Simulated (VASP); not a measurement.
SiC, 2 atoms in the cell. It takes space group R3m (No. 160, trigonal). Conventional cell: a = 3.111 Å, b = 3.111 Å, c = 7.532 Å, α = 90.00°, β = 90.00°, γ = 120.00°. Si (site symmetry 3m) has 4 C at 1.89 to 1.90 Å within 2.5 Å. Within 2.5 Å of C (site symmetry 3m) lie 4 Si at 1.89 to 1.90 Å.  This cell differs from its parent crystal: epitaxial 111 strain +1.0%.

```yaml
Program: VASP 6.6.1
Task: single point
Functional: r2SCAN
Potentials_or_basis: VASP PAW PBE potentials, release 64 (Si, C)
Cutoff: 520 eV
k_mesh: 10 × 10 × 10
Occupations: gaussian, width 0.01 eV
Spin: no spin polarisation
Dipole_correction: no
Further_INCAR_settings: ALGO = Normal; EDIFF = 1e-07; NBANDS = 11
```

Potentials or basis: VASP PAW PBE potentials, release 64 (Si, C).

Run with:

```console
$ cat potpaw_PBE.64/Si/POTCAR potpaw_PBE.64/C/POTCAR > POTCAR
$ cp INCAR.step1 INCAR
$ mpirun -np 1 vasp_std > vasp.out
$ cp INCAR.step2 INCAR
$ mpirun -np 1 vasp_std > vasp.out
```

Hardware: 1 thread of Intel(R) Xeon(R) Platinum 8488C (Sapphire Rapids), with other jobs on the host.

Task: How long does it take, and how much memory?

Result: Wall time 35 s on 1 thread of Intel(R) Xeon(R) Platinum 8488C (Sapphire Rapids), on a shared host, peak memory 0.15 GiB. Counts: k points 116.
